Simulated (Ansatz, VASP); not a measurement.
## Se in VASP and in Ansatz

Contents of POSCAR:

```
Se
1.0
    4.3662000000      0.0000000000      0.0000000000
   -2.1831000000      3.7812401180      0.0000000000
    0.0000000000      0.0000000000      4.9536000000
Se
3
Direct
    0.7746000000      0.7746000000      0.0000000000
    0.0000000000      0.2254000000      0.6666666667
    0.2254000000      0.0000000000      0.3333333333
```

Contents of INCAR.step1:

```
PREC = Accurate ; ENCUT = 400
EDIFF = 1E-5 ; ISMEAR = 0
SIGMA = 0.01 ; LREAL = F
LASPH = T ; NELM = 120
ALGO = Normal ; ISIF = 2
LWAVE = T ; LCHARG = F
GGA = PE ; NBANDS = 16
GGA_COMPAT = F
```

File INCAR.step2:

```
PREC = Accurate ; ENCUT = 400
EDIFF = 1E-6 ; ISMEAR = 0
SIGMA = 0.01 ; LREAL = F
LASPH = T ; NELM = 120
ALGO = Normal ; ISIF = 2
LWAVE = F ; LCHARG = F
GGA = B5 ; LHFCALC = T
AEXX = 0.2 ; AGGAX = 0.72
AGGAC = 0.81 ; ALDAC = 0.19
PRECFOCK = Normal ; ISTART = 1
NBANDS = 16 ; GGA_COMPAT = F
```

KPOINTS

```
regular mesh
0
Gamma
  5 5 4
```

Contents of input.yaml:

```yaml
crystal:
  lattice: { a: 4.3662, b: 4.3662, c: 4.9536, alpha: 90.0, beta: 90.0, gamma: 120.0 }
  space_group: 152
  reduce_to_primitive: true
  atoms:
    - { symbol: Se, wyckoff: "3a", position: [0.7746, 0.7746, 0.0] }
hamiltonian:
  xc: b3lyp5
  pseudopotentials: { kind: paw, level: accurate }
kpoints:
  mp_grid: { grid: [5, 5, 4] }
scf:
  occupations: { method: fixed }
output:
  forces: true
  stress: true
  eigenvalues: true
```

Alike in both runs: task single point; functional B3LYP5; k mesh 5 × 5 × 4; no spin polarisation.

|  | VASP | Ansatz |
| --- | --- | --- |
| version | VASP 6.6.1 | Ansatz 0.2.0 |
| potentials or method | VASP PAW PBE potentials, release 64 (Se) | Ansatz PAW earlier set |
| plane-wave cutoff (eV) | 400 | 580 |
| occupations | gaussian, width 0.01 eV | fixed |
| valence electrons in the cell | 18 | 48 |

|  | VASP | Ansatz | Ansatz less VASP |
| --- | --- | --- | --- |
| gap on the k mesh at the Fermi level (eV) | 2.43 | 2.42 | -0.011 |
| least direct gap on the mesh (eV) | 2.49 | 2.49 | +0.002 |
| pressure (GPa) | 3.9 | 4.0 | +0.06 |
| traceless stress, the component that is largest in VASP (GPa) | 0.46 | 0.46 | -0.001 |
| rms of the force components (eV/Å) | 0.092 | 0.085 | -0.0075 |

VASP's potentials were made for PBE, not for B3LYP5. Atom by atom the forces differ by 0.007 eV/Å (rms over components). VASP's potentials hold 18 valence electrons a cell and Ansatz's 48, so a difference there can come from the potentials and not from the codes.

Noted on Ansatz's run: odd divisions of the mesh miss points on the zone boundary, where band edges often lie, so the gap on the mesh can be too wide.
